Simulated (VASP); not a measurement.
# Pb (Fm-3m) in VASP: a series of runs

The runs below take Pb through single point, relaxation of cell and atoms, with PBE exchange alone, RPBE+D4, PBEsol.

All numbers are computed with VASP 6.6.1; they aren't measurements. Logs are shortened: lines on timing, memory, paths and dates and some standing lists are left out, and cuts for length are marked.

## Step 1: The cell of the first run

The structure is cubic, space group Fm-3m (No. 225). The conventional cell has a = 5.047 Å, b = 5.047 Å, c = 5.047 Å, α = 90.00°, β = 90.00°, γ = 90.00°. Pb (site symmetry m-3m) has 12 Pb at 3.57 Å within 4.7 Å.

## Step 2: Single point, PBE exchange alone

INCAR

```
AGGAC = 0.0
ALDAC = 0.0
ALGO = Normal
EDIFF = 1E-6
ENCUT = 520
GGA = PE
ISIF = 2
ISMEAR = -1
LASPH = True
LCHARG = True
LELF = True
LREAL = False
LVHAR = True
LWAVE = False
NBANDS = 13
NELM = 80
PREC = Accurate
SIGMA = 0.05
```

KPOINTS

```
k-points
0
Gamma
  9 9 9
```

POSCAR

```
Pb
1.0
    0.0000000000      2.5235621278      2.5235621278
    2.5235621278      0.0000000000      2.5235621278
    2.5235621278      2.5235621278      0.0000000000
Pb
1
Direct
    0.0000000000      0.0000000000      0.0000000000
```

Potentials or basis: VASP PAW PBE potentials, release 64 (Pb_d).

Command:

```
> cat potpaw_PBE.64/Pb_d/POTCAR > POTCAR
> mpirun -np 1 vasp_std > vasp.out
```

OUTCAR:

```text
EDIFF = 1E-6
   ENCUT = 520
   GGA = PE
   ISIF = 2
   ISMEAR = -1
   LASPH = True
   LREAL = False
   NELM = 80
   PREC = Accurate

 ion  position               nearest neighbor table
   1  0.000  0.000  0.000-

  LATTYP: Found a face centered cubic cell.
 ALAT       =     5.0471242556

  Lattice vectors:

 A1 = (   0.0000000000,   2.5235621278,   2.5235621278)
 A2 = (   2.5235621278,   0.0000000000,   2.5235621278)
 A3 = (   2.5235621278,   2.5235621278,   0.0000000000)

Analysis of symmetry for initial positions (statically):
[... 5 lines left out ...]
 face centered cubic supercell.

 Subroutine GETGRP returns: Found 48 space group operations
 (whereof 48 operations were pure point group operations)
 out of a pool of 48 trial point group operations.

The static configuration has the point symmetry O_h .

Analysis of symmetry for dynamics (positions and initial velocities):
[... 5 lines left out ...]
 face centered cubic supercell.

 Subroutine GETGRP returns: Found 48 space group operations
 (whereof 48 operations were pure point group operations)
 out of a pool of 48 trial point group operations.

The dynamic configuration has the point symmetry O_h .

 Subroutine INISYM returns: Found 48 space group operations
 (whereof 48 operations are pure point group operations),
 and found     1 'primitive' translations

----------------------------------------------------------------------------------------

                                     Primitive cell

  volume of cell :      32.1419

  direct lattice vectors                    reciprocal lattice vectors
     0.000000000  2.523562128  2.523562128    -0.198132629  0.198132629  0.198132629
     2.523562128  0.000000000  2.523562128     0.198132629 -0.198132629  0.198132629
     2.523562128  2.523562128  0.000000000     0.198132629  0.198132629 -0.198132629

  length of vectors
     3.568855787  3.568855787  3.568855787     0.343175781  0.343175781  0.343175781

  position of ions in fractional coordinates (direct lattice)
     0.000000000  0.000000000  0.000000000

  ion indices of the primitive-cell ions
   primitive index   ion index
                 1           1

----------------------------------------------------------------------------------------

 KPOINTS: k-points

Automatic generation of k-mesh.
 Grid dimensions read from file:
 generate k-points for:    9    9    9

 Generating k-lattice:

  Cartesian coordinates                     Fractional coordinates (reciprocal lattice)
    -0.022014737  0.022014737  0.022014737     0.111111111  0.000000000  0.000000000
     0.022014737 -0.022014737  0.022014737     0.000000000  0.111111111  0.000000000
     0.022014737  0.022014737 -0.022014737     0.000000000  0.000000000  0.111111111

  Length of vectors
     0.038130642  0.038130642  0.038130642

  Shift w.r.t. Gamma in fractional coordinates (k-lattice)
     0.000000000  0.000000000  0.000000000

 Subroutine IBZKPT returns following result:
 ===========================================

 Found     35 irreducible k-points:

 Following reciprocal coordinates:
            Coordinates               Weight
  0.000000  0.000000  0.000000      1.000000
  0.111111  0.000000  0.000000      8.000000
  0.222222  0.000000  0.000000      8.000000
  0.333333  0.000000  0.000000      8.000000
  0.444444  0.000000  0.000000      8.000000
  0.111111  0.111111  0.000000      6.000000
[... 16 lines left out ...]
 -0.333333  0.333333  0.000000     12.000000
  0.444444  0.444444  0.000000      6.000000
 [... further k-points ...]
   k-points           NKPTS =     35   k-points in BZ     NKDIM =     35   number of bands    NBANDS=     13
   number of dos      NEDOS =    301   number of ions     NIONS =      1
   total plane-waves  NPLWV =  21952
   dimension x,y,z NGX =    28 NGY =   28 NGZ =   28
   dimension x,y,z NGXF=    56 NGYF=   56 NGZF=   56
   ions per type =               1
   NGX,Y,Z   is equivalent  to a cutoff of  13.04, 13.04, 13.04 a.u.
   NGXF,Y,Z  is equivalent  to a cutoff of  26.09, 26.09, 26.09 a.u.
 SYSTEM =  unknown system
   PREC   = accura    normal or accurate (medium, high low for compatibility)
   ISTART =      0    job   : 0-new  1-cont  2-samecut
   ICHARG =      2    charge: 1-file 2-atom 10-const
   ISPIN  =      1    spin polarized calculation?
   LNONCOLLINEAR =      F non collinear calculations
   LSORBIT =      F    spin-orbit coupling
   LASPH  =      T    aspherical Exc in radial PAW
   ENCUT  =  520.0 eV  38.22 Ry    6.18 a.u.   6.64  6.64  6.64*2*pi/ulx,y,z
   NELM   =     80;   NELMIN=  2; NELMDL= -5     # of ELM steps
   EDIFF  = 0.1E-05   stopping-criterion for ELM
   LREAL  =      F    real-space projection
   EDIFFG = 0.1E-04   stopping-criterion for IOM
   NSW    =      0    number of steps for IOM
   IBRION =     -1    ionic relax: 0-MD 1-quasi-New 2-CG
   NFREE  =      0    steps in history (QN), initial steepest desc. (CG)
   ISIF   =      2    stress and relaxation
   ISYM   =      2    0-nonsym 1-usesym 2-fastsym
   POTIM  = 0.5000    time-step for ionic-motion
   TEBEG  =    0.0;   TEEND  =   0.0 temperature during run
   PSTRESS=    0.0 pullay stress
   NELECT =      14.0000    total number of electrons
   NUPDOWN=      -1.0000    fix difference up-down
   EMIN   =  10.00;   EMAX   =-10.00  energy-range for DOS
   EFERMI =   0.00;   METHOD = LEGACY
   ISMEAR =    -1;   SIGMA  =   0.05  broadening in eV -4-tet -1-fermi 0-gaus
   EFERMI_NEDOS =   21; number of points for ismear=-14 and -15
   IALGO  =     38    algorithm
   IMIX   =      4    mixing-type and parameters
     AMIX     =   0.40;   BMIX     =  1.00
     AMIX_MAG =   1.60;   BMIX_MAG =  1.00
  volume/ion in A,a.u.               =      32.14       216.90
  Fermi-wavevector in a.u.,A,eV,Ry     =   1.240967  2.345087 20.952954  1.539999
  Thomas-Fermi vector in A             =   2.375385
   LORBIT       =      0    0 simple, 1 ext, 2 COOP (PROOUT), +10 PAW based schemes
   GGA     = PE    functional components
   LHFCALC =     F    Hartree Fock is set to
   AEXX    =    0.0000 exact exchange contribution
   IVDW    =     0    specifies the selected vdW correction
   LEPSILON=     F    determine dielectric tensor
   LRPA    =     F    only Hartree local field effects (RPA)
 non-spin polarized calculation
  energy-cutoff  :      520.00
  volume of cell :       32.14
 maximum number of plane-waves:       893
   NGX = 13   NGY = 13   NGZ = 13

 number of electron      14.0000003 magnetization

 Free energy of the ion-electron system (eV)
  ---------------------------------------------------
  ext. energy  EPLUGINS =         0.00000000
  ---------------------------------------------------
  free energy    TOTEN  =        -2.18194090 eV

  energy without entropy =       -2.17871878  energy(sigma->0) =       -2.18032984

 E-fermi :   8.0526     XC(G=0):  -8.2903

 val. band max:        7.9853542046   @ k =   0.3333   0.3333   0.0000
 cond. band min:       8.0939964921   @ k =  -0.2222   0.3333   0.1111
 fundamental gap:      0.1086422875
 Fermi energy:         8.0525924442

 k-point     1 :       0.0000    0.0000    0.0000
  band No.  band energies     occupation
      1      -8.7279      2.00000
      2      -8.7279      2.00000
      3      -8.7279      2.00000
      4      -8.6084      2.00000
      5      -8.6084      2.00000
      6      -3.2429      2.00000
      7      14.9637      0.00000
      8      14.9637      0.00000
      9      14.9637      0.00000
     10      18.1328      0.00000
     11      19.1541      0.00000
     12      20.3513      0.00000
     13      20.3513      0.00000

 k-point     2 :       0.1111    0.0000    0.0000
  band No.  band energies     occupation
      1      -8.7278      2.00000
      2      -8.7137      2.00000
      3      -8.7137      2.00000
      4      -8.6083      2.00000
      5      -8.6083      2.00000
      6      -3.0215      2.00000
      7      12.8358      0.00000
      8      14.7110      0.00000
      9      14.7110      0.00000
     10      17.6297      0.00000
     11      20.1695      0.00000
     12      20.7934      0.00000
     13      20.7934      0.00000

 k-point     3 :       0.2222    0.0000    0.0000
  band No.  band energies     occupation
      1      -8.7302      2.00000
      2      -8.6970      2.00000
      3      -8.6970      2.00000
      4      -8.5883      2.00000
      5      -8.5883      2.00000
      6      -2.3634      2.00000
      7       9.6078      0.00000
      8      14.1644      0.00000
      9      14.1644      0.00000
     10      17.2031      0.00000
     11      19.9952      0.00000
     12      20.5250      0.00000
     13      20.5250      0.00000

 k-point     4 :       0.3333    0.0000    0.0000
  band No.  band energies     occupation
      1      -8.7373      2.00000
      2      -8.7050      2.00000
      3      -8.7050      2.00000
      4      -8.5373      2.00000
      5      -8.5373      2.00000
      6      -1.3257      2.00000
      7       6.7068      2.00000
      8      13.6376      0.00000
      9      13.6376      0.00000
     10      17.0778      0.00000
     11      18.7251      0.00000
     12      19.6805      0.00000
     13      19.6805      0.00000

 k-point     5 :       0.4444    0.0000    0.0000
  band No.  band energies     occupation
      1      -8.7440      2.00000
      2      -8.7162      2.00000
      3      -8.7162      2.00000
      4      -8.4974      2.00000
      5      -8.4974      2.00000
      6      -0.2300      2.00000
      7       4.6545      2.00000
      8      13.3266      0.00000
      9      13.3266      0.00000
     10      17.2453      0.00000
     11      17.8589      0.00000
     12      19.2425      0.00000
     13      19.2425      0.00000

 k-point     6 :       0.1111    0.1111    0.0000
  band No.  band energies     occupation
      1      -8.7439      2.00000
      2      -8.6984      2.00000
      3      -8.6984      2.00000
      4      -8.6255      2.00000
      5      -8.5960      2.00000
      6      -2.9478      2.00000
      7      13.3919      0.00000
      8      13.9353      0.00000
      9      13.9353      0.00000
     10      17.1966      0.00000
     11      19.6059      0.00000
     12      21.3615      0.00000
     13      21.7493      0.00000

 k-point     7 :       0.2222    0.1111    0.0000
  band No.  band energies     occupation
      1      -8.7506      2.00000
      2      -8.6775      2.00000
      3      -8.6723      2.00000
      4      -8.6296      2.00000
      5      -8.5749      2.00000
      6      -2.4349      2.00000
      7      10.6800      0.00000
      8      13.1832      0.00000
      9      13.6180      0.00000
     10      17.2307      0.00000
     11      18.4555      0.00000
     12      20.9676      0.00000
     13      22.3155      0.00000
[... 193 lines left out ...]
 k-point    20 :       0.3333    0.3333    0.0000
  band No.  band energies     occupation
      1      -8.8303      2.00000
      2      -8.7352      2.00000
      3      -8.5316      2.00000
      4      -8.5316      2.00000
      5      -8.5284      2.00000
      6      -0.6745      2.00000
      7       7.9854      1.58654
      8      10.9046      0.00000
      9      10.9046      0.00000
     10      14.6582      0.00000
     11      15.3023      0.00000
     12      25.7269      0.00000
     13      25.7327      0.00000

 k-point    21 :       0.4444    0.3333    0.0000
  band No.  band energies     occupation
      1      -8.8294      2.00000
      2      -8.7486      2.00000
      3      -8.5404      2.00000
      4      -8.5110      2.00000
      5      -8.4843      2.00000
      6       0.2289      2.00000
      7       6.6134      2.00000
      8       9.5631      0.00000
      9      10.6212      0.00000
     10      14.5310      0.00000
     11      16.1631      0.00000
     12      24.7594      0.00000
     13      24.9741      0.00000

 k-point    22 :      -0.4444    0.3333    0.0000
  band No.  band energies     occupation
      1      -8.8024      2.00000
      2      -8.7139      2.00000
      3      -8.5556      2.00000
      4      -8.5360      2.00000
      5      -8.4864      2.00000
      6       0.9830      2.00000
      7       5.9135      2.00000
      8       7.8281      1.97782
      9      10.8520      0.00000
     10      14.6960      0.00000
     11      18.6099      0.00000
     12      23.9199      0.00000
     13      24.0060      0.00000

 k-point    23 :      -0.3333    0.3333    0.0000
  band No.  band energies     occupation
      1      -8.7715      2.00000
      2      -8.6353      2.00000
      3      -8.5958      2.00000
      4      -8.5792      2.00000
      5      -8.5244      2.00000
      6       0.8525      2.00000
      7       6.5258      2.00000
      8       6.7721      2.00000
      9      11.5675      0.00000
     10      15.1805      0.00000
     11      21.6125      0.00000
     12      23.2301      0.00000
     13      23.2819      0.00000

 k-point    24 :       0.4444    0.4444    0.0000
  band No.  band energies     occupation
      1      -8.8601      2.00000
      2      -8.7789      2.00000
      3      -8.5048      2.00000
      4      -8.4706      2.00000
      5      -8.4706      2.00000
      6       0.8879      2.00000
      7       5.6102      2.00000
      8      10.1822      0.00000
      9      10.1822      0.00000
     10      13.8052      0.00000
     11      14.9264      0.00000
     12      26.0696      0.00000
     13      27.5070      0.00000

 [... further k-points ...]
[... 5 lines left out ...]
  --------------------------------------------------------------------------------------
  -------------------------------------------------------------------------------------
  Total        1.5906289      1.5906289      1.5906289     -0.0000000      0.0000000      0.0000000
  in kB       79.2879998     79.2879998     79.2879998     -0.0000000      0.0000000      0.0000000
  external PRESSURE =      79.2879998 kB  Pullay stress =       0.0000000 kB

 VOLUME and BASIS-vectors are now :
 -----------------------------------------------------------------------------
  energy-cutoff  :      520.00
  volume of cell :       32.14
      direct lattice vectors                 reciprocal lattice vectors
     0.000000000  2.523562128  2.523562128    -0.198132629  0.198132629  0.198132629
     2.523562128  0.000000000  2.523562128     0.198132629 -0.198132629  0.198132629
     2.523562128  2.523562128  0.000000000     0.198132629  0.198132629 -0.198132629

 POSITION                                       TOTAL-FORCE (eV/Angst)
 -----------------------------------------------------------------------------------
      0.00000      0.00000      0.00000        -0.000000     -0.000000     -0.000000
 -----------------------------------------------------------------------------------
    total drift:                               -0.000000     -0.000000     -0.000000

  FREE ENERGIE OF THE ION-ELECTRON SYSTEM (eV)
  ---------------------------------------------------
  free  energy   TOTEN  =        -2.1819409035 eV

  energy  without entropy=       -2.1787187791  energy(sigma->0) =       -2.18032984
```

Wall time 7.7 s (1 thread of Intel Xeon 6975P-C (Granite Rapids), shared host); peak memory 0.16 GiB.

What came out:

```
Free energy            : -2.1819 eV
Pressure               : 7.9 GPa
Band gap on the k mesh : zero (band 7 reaches 14.96 eV, above the bottom of band 8 at 6.77 eV)
```

Levels at points of the mesh, in eV from the Fermi level:
```csv
k point,band 5,band 6,band 7,band 8,band 9,band 10
"(0.00, 0.00, 0.00)",-16.66,-11.30,6.91,6.91,6.91,10.08
```

Caveat: spin-orbit coupling is left out, which moves the levels of the heavy elements.

## Step 3: Relaxation of cell and atoms, RPBE+D4

This run uses another cell than the first one, of 30.32 Å³/atom, 0.943 times its volume.

INCAR

```
PREC     = Accurate       # precision mode
ENCUT    = 600            # plane-wave cutoff, eV
EDIFF    = 1E-6           # SCF threshold, eV
ISMEAR   = -1             # smearing method
SIGMA    = 0.05           # smearing width, eV
LREAL    = F              # projectors in reciprocal space
LASPH    = T              # aspherical terms in the spheres
NELM     = 60             # most SCF steps
ALGO     = Normal         # electronic algorithm
ISIF     = 3              # what is computed and relaxed
LWAVE    = F              # write WAVECAR
LCHARG   = F              # write CHGCAR
GGA      = RP             # functional
IVDW     = 13             # dispersion correction
IBRION   = 2              # ionic algorithm
NSW      = 60             # ionic steps
EDIFFG   = -0.01          # ionic threshold
```

KPOINTS

```
Automatic mesh
0
Gamma
  9 9 9
```

POSCAR

```
Pb
1.0
    0.0000000000      2.4750200000      2.4750200000
    2.4750200000      0.0000000000      2.4750200000
    2.4750200000      2.4750200000      0.0000000000
Pb
1
Direct
    0.0000000000      0.0000000000      0.0000000000
```

Potentials or basis: VASP PAW PBE potentials, release 64 (Pb_d).

Command:

```
> cat potpaw_PBE.64/Pb_d/POTCAR > POTCAR
> mpirun -np 1 vasp_std > vasp.out
```

Wall time 13 s (1 thread of Intel Xeon 6975P-C (Granite Rapids), shared host); peak memory 0.17 GiB.

The run converged. Its results:

```
Free energy                            : -3.8950 eV
Relaxed volume                         : 30.52 Å³/atom
Relaxed cell                           : a = 3.508 Å, b = 3.508 Å, c = 3.508 Å, α = 60.00°, β = 60.00°, γ = 60.00°
Space group after relaxing (to 0.05 Å) : Fm-3m (No. 225)
Energy gained by relaxing              : 0.2 meV/atom
Ionic steps                            : 3
Pressure after relaxing                : 0.0 GPa
Band gap on the k mesh                 : zero (band 7 reaches 14.73 eV, above the bottom of band 8 at 5.81 eV)
Dispersion energy per atom             : -0.725 eV
```

The path:
| step | energy change (eV) | largest force (eV/Å) | pressure (GPa) | volume (Å³) |
| --- | --- | --- | --- | --- |
| 1 | 0.0000 | 0.0000 | 0.30 | 30.32 |
| 2 | -0.0002 | 0.0000 | -0.07 | 30.57 |
| 3 | -0.0002 | 0.0000 | 0.01 | 30.52 |

Final structure:
```
Pb
1.0
     0.00000    2.48026    2.48026
     2.48026    0.00000    2.48026
     2.48026    2.48026    0.00000
Pb
1
Direct
  0.00000 0.00000 0.00000
```

Levels at points of the mesh, in eV from the Fermi level:
```csv
k point,band 4,band 5,band 6,band 7,band 8,band 9,band 10,band 11
"(0.00, 0.00, 0.00)",-16.87,-16.87,-11.57,7.53,7.53,7.53,9.86,11.36
```

Caveat: the PAW data sets were made with another functional, which shifts forces and pressure a little; spin-orbit coupling is left out, which moves the levels of the heavy elements; pairwise dispersion overbinds metals, which lowers pressure and volume.

## Step 4: Single point, PBEsol, non-collinear spin, zero start, spin-orbit coupling

This run uses another cell than the first one, of 30.32 Å³/atom, 0.943 times its volume.

INCAR

```
SYSTEM = Pb
PREC = Accurate
ENCUT = 520
EDIFF = 1E-7
ISMEAR = -1
SIGMA = 0.05
LREAL = .False.
LASPH = .True.
NELM = 150
ALGO = Fast
ISIF = 2
LWAVE = .False.
LCHARG = .False.
LNONCOLLINEAR = .True.
MAGMOM = 0 0 0
LORBIT = 11
LSORBIT = .True.
GGA_COMPAT = .False.
LORBMOM = .True.
GGA = PS
NBANDS = 25
```

KPOINTS

```
Automatic mesh
0
Gamma
  9 9 9
  0 0 0
```

POSCAR is that of step 3.

Command:

```
> cat potpaw_PBE.64/Pb_d/POTCAR > POTCAR
> mpirun -np 1 vasp_ncl > vasp.out
```

Wall time 38 s (1 thread of Intel Xeon 6975P-C (Granite Rapids), shared host); peak memory 0.25 GiB.

It converged, with:

```
Free energy                                           : -4.5543 eV
Pressure                                              : -0.6 GPa
Net moment                                            : 0.00 μB per cell
Valence electrons inside the program's atomic spheres : Pb 11.95
```

Moments on the atoms (μB; x, y, z):
```
Pb  0.00 0.00 0.00
```

Caveat: the PAW data sets were made with another functional, which shifts forces and pressure a little.

(Part 1 of 2 ends here.)
